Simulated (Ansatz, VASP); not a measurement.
## One calculation of NiO, two programs

Contents of INCAR:

```
  PREC = Accurate
  ENCUT = 700
  EDIFF = 1E-6
  ISMEAR = -1
  SIGMA = 0.05
  LREAL = F
  LASPH = T
  NELM = 200
  ALGO = Normal
  ISIF = 2
  LWAVE = F
  LCHARG = F
  ISPIN = 2
  MAGMOM = 1 0
  LORBIT = 11
  LMAXMIX = 4
  LDAU = T
  LDAUTYPE = 2
  LDAUL = 2 -1
  LDAUU = 3 0
  LDAUJ = 0 0
  LDAUPRINT = 1
  GGA = PE
  NBANDS = 23
  GGA_COMPAT = F
```

KPOINTS

```
Automatic mesh
0
Gamma
  11 11 11
```

The input POSCAR:

```
NiO
1.0
    0.0000000000      2.0859016414      2.0859016414
    2.0859016414      0.0000000000      2.0859016414
    2.0859016414      2.0859016414      0.0000000000
Ni O
1 1
Direct
    0.0000000000      0.0000000000      0.0000000000
    0.5000000000      0.5000000000      0.5000000000
```

The input input.yaml:

```yaml
crystal:
  lattice:
    - [0.0, 2.0859016414, 2.0859016414]
    - [2.0859016414, 0.0, 2.0859016414]
    - [2.0859016414, 2.0859016414, 0.0]
  atoms:
    - { symbol: Ni, position: [0.0, 0.0, 0.0], spin: 1.0 }
    - { symbol: O, position: [0.5, 0.5, 0.5] }
hamiltonian:
  xc: pbe
  pseudopotentials: { kind: paw }
  hubbard: { sites: [{ species: Ni, l: d, u_eff: 3.0 }] }
magnetization:
  spin_polarized: true
kpoints:
  mp_grid: { grid: [11, 11, 11] }
scf:
  occupations: { method: fermi_dirac, width: 0.05 }
  n_extra_bands: 6
output:
  forces: true
  stress: true
  eigenvalues: true
  dos: { projected: true, de: 0.05, nscf_kmesh: { grid: [17, 17, 17] } }
```

Alike in both runs: functional PBE; k mesh 11 × 11 × 11; occupations fermi-dirac, width 0.05 eV; collinear spin; Hubbard terms Ni d U = 3.0 eV.

|  | VASP | Ansatz |
| --- | --- | --- |
| version | VASP 6.6.1 | Ansatz 0.2.0 |
| potentials or method | VASP PAW PBE potentials, release 64 (Ni_sv_GW, O) | Ansatz PAW |
| plane-wave cutoff (eV) | 700 | 420 |
| valence electrons in the cell | 24 | 24 |
| task | single point | projected density of states |

Ansatz gave:

- gap on the k mesh at the Fermi level (eV): 0.79
- least direct gap on the mesh (eV): 1.63
- pressure (GPa): 11.4
- net moment per atom (μB): 1.00
- size of the moment on the site where the two differ most (μB): 1.65

**Question.** Which values does VASP return?

**Answer.** gap on the k mesh at the Fermi level (eV): 0.98; least direct gap on the mesh (eV): 1.84; pressure (GPa): 9.9; net moment per atom (μB): 1.00; size of the moment on the site where the two differ most (μB): 1.71.

Site moments also hang on the region over which each program counts them. The programs project onto different local orbitals, so the same U acts differently, and such runs can settle in different states.

Noted on Ansatz's run: the magnetic or orbital state may not be the lowest; odd divisions of the mesh miss points on the zone boundary, where band edges often lie, so the gap on the mesh can be too wide.
